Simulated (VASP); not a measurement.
Set up this calculation in VASP 6.6.1, as the native input.

* Task: single point
* Functional: PBEsol
* Potentials or basis: VASP PAW PBE potentials, release 64 (Al)
* Cutoff: 520 eV
* k mesh: 16 × 16 × 5
* Occupations: gaussian, width 0.15 eV
* Spin: no spin polarisation
* Dipole correction: no
* Further INCAR settings: ALGO = Fast; EDIFF = 1e-06; NBANDS = 14

The structure of Al lies in POSCAR:

```
Al
1.0
   -1.6063180831      1.6063180831     -1.6063180831
   -1.6063180831     -1.6063180831      1.6063180831
   -0.9637908499      5.7827450994      7.0677995658
Al
4
Direct
   -0.0875000000     -0.4375000000      0.8750000000
    0.4875000000      0.4375000000      0.1250000000
   -0.0375000000     -0.1875000000      0.3750000000
    0.4375000000      0.1875000000      0.6250000000
```

This cell differs from its parent crystal: the part above a cut slid along it.

The input as run:

INCAR

```
SYSTEM = Al
ALGO     = Fast           ! electronic algorithm
EDIFF    = 1E-6           ! SCF threshold, eV
ENCUT    = 520            ! plane-wave cutoff, eV
GGA      = PS             ! functional
ISIF     = 2              ! what is computed and relaxed
ISMEAR   = 0              ! smearing method
LASPH    = .True.         ! aspherical terms in the spheres
LCHARG   = .False.        ! write CHGCAR
LREAL    = .False.        ! projectors in reciprocal space
LWAVE    = .False.        ! write WAVECAR
NBANDS   = 14             ! bands
NELM     = 80             ! most SCF steps
PREC     = Accurate       ! precision mode
SIGMA    = 0.15           ! smearing width, eV
```

KPOINTS

```
k-points
0
Gamma
  16 16 5
  0 0 0
```

Potentials or basis: VASP PAW PBE potentials, release 64 (Al).

Run with:

```sh
$ cat potpaw_PBE.64/Al/POTCAR > POTCAR
$ mpirun -np 1 vasp_std > vasp.out
```

Results of the run:

```yaml
Pressure: 1.4 GPa
Largest_force: 0.736 eV/Å
Band_gap_on_the_k_mesh: zero (bands 6 and 7 overlap by 6.60 eV)
```

Caveat: the cell differs from its parent crystal (the part above a cut slid along it); the PAW data sets were made with another functional, which shifts forces and pressure a little.

Wall time 3.9 min on 1 thread of Intel(R) Xeon(R) Platinum 8488C (Sapphire Rapids) (shared host), peak memory 0.53 GiB.
